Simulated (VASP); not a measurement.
Write the native input for VASP 6.6.1 that does the following.

```yaml
Task: single point
Functional: PBE
Potentials_or_basis: VASP PAW PBE potentials, release 64 (W_sv, S)
Cutoff: 520 eV
k_mesh: 6 × 6 × 1
Occupations: gaussian, width 0.1 eV
Spin: no spin polarisation
Dipole_correction: no
Further_INCAR_settings: ALGO = Normal; EDIFF = 1e-07; NBANDS = 35
```

The structure of WS2 lies in POSCAR:

```
WS2
1.0
    3.1832084600      0.0000000000      0.0000000000
   -1.5916042300      2.7567393900      0.0000000000
    0.0000000000      0.0000000000     23.6687641100
W S
2 4
Direct
    0.3333333300      0.6666666700      0.6373175400
    0.6666666700      0.3333333300      0.3626824600
    0.3333333300      0.6666666700      0.2968161100
    0.6666666700      0.3333333300      0.5714418300
    0.3333333300      0.6666666700      0.4285581700
    0.6666666700      0.3333333300      0.7031838900
```

The input as run:

INCAR

```
PREC     = Accurate       # precision mode
ENCUT    = 520            # plane-wave cutoff, eV
EDIFF    = 1E-7           # SCF threshold, eV
ISMEAR   = 0              # smearing method
SIGMA    = 0.1            # smearing width, eV
LREAL    = F              # projectors in reciprocal space
LASPH    = T              # aspherical terms in the spheres
NELM     = 100            # most SCF steps
ALGO     = Normal         # electronic algorithm
ISIF     = 2              # what is computed and relaxed
LWAVE    = F              # write WAVECAR
LCHARG   = T              # write CHGCAR
GGA      = PE             # functional
LELF     = T              # ELF
LVHAR    = T            
NBANDS   = 35             # bands
```

KPOINTS

```
regular mesh
0
Gamma
  6 6 1
```

Potentials or basis: VASP PAW PBE potentials, release 64 (W_sv, S).

The run is started by

```sh
$ cat potpaw_PBE.64/W_sv/POTCAR potpaw_PBE.64/S/POTCAR > POTCAR
$ mpirun -np 1 vasp_std > vasp.out
```

It gave:

```yaml
Largest_force: 0.279 eV/Å
Band_gap_on_the_k_mesh: 1.48 eV, indirect (least direct gap 1.77 eV)
```

Caveat: spin-orbit coupling is left out, which moves the levels of the heavy elements.

Wall time 39 s on 1 thread of Intel(R) Xeon(R) 6975P-C (Granite Rapids), on a shared host, peak memory 0.31 GiB.
